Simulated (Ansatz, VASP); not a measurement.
**One calculation of CaSe, two programs**

Contents of INCAR:

```
SYSTEM = CaSe
PREC = Accurate ; ENCUT = 520
EDIFF = 1E-6 ; ISMEAR = -1
SIGMA = 0.02 ; LREAL = .False.
LASPH = .True. ; NELM = 80
ALGO = Normal ; ISIF = 2
LWAVE = .False. ; LCHARG = .False.
GGA = PE ; NBANDS = 15
```

KPOINTS

```
regular mesh
0
Gamma
  8 8 8
  0 0 0
```

POSCAR

```
CaSe
1.0
    3.6947588700      0.0000000000      0.0000000000
    0.0000000000      3.6947588700      0.0000000000
    0.0000000000      0.0000000000      3.6947588700
Ca Se
1 1
Direct
    0.0000000000      0.0000000000      0.0000000000
    0.5000000000      0.5000000000      0.5000000000
```

Input for Ansatz:

```yaml
crystal:
  lattice:
    - [3.69475887, 0.0, 0.0]
    - [0.0, 3.69475887, 0.0]
    - [0.0, 0.0, 3.69475887]
  atoms:
    - { symbol: Ca, position: [0.0, 0.0, 0.0] }
    - { symbol: Se, position: [0.5, 0.5, 0.5] }
kpoints:
  mp_grid: { grid: [8, 8, 8] }
  band_path:
    path: [[0.0, 0.0, 0.0], [0.0, 0.5, 0.0], [0.5, 0.5, 0.0], [0.5, 0.5, 0.5]]
    npoints: 1
hamiltonian:
  xc: pbe
scf:
  occupations: { method: fermi_dirac, width: 0.02 }
  n_extra_bands: 4
output:
  forces: true
  stress: true
  eigenvalues: true
```

Change from the starting cell: hydrostatic strain +1.7%.

Alike in both runs: task single point; functional PBE; k mesh 8 × 8 × 8; occupations fermi-dirac, width 0.02 eV; no spin polarisation.

|  | VASP | Ansatz |
| --- | --- | --- |
| version | VASP 6.6.1 | Ansatz 0.2.0 |
| potentials or method | VASP PAW PBE potentials, release 64 (Ca_sv, Se) | plane waves, PAW |
| plane-wave cutoff (eV) | 520 | 420 |
| valence electrons in the cell | 16 | 26 |

VASP gave:

```
gap on the k mesh at the Fermi level (eV) : 0.83
pressure (GPa)                            : -1.6
```

Problem. Estimate Ansatz's values.

Solution. gap on the k mesh at the Fermi level (eV): 0.84; pressure (GPa): -1.7.

VASP's potentials hold 16 valence electrons a cell and Ansatz's 26, so a difference there can come from the potentials and not from the codes.
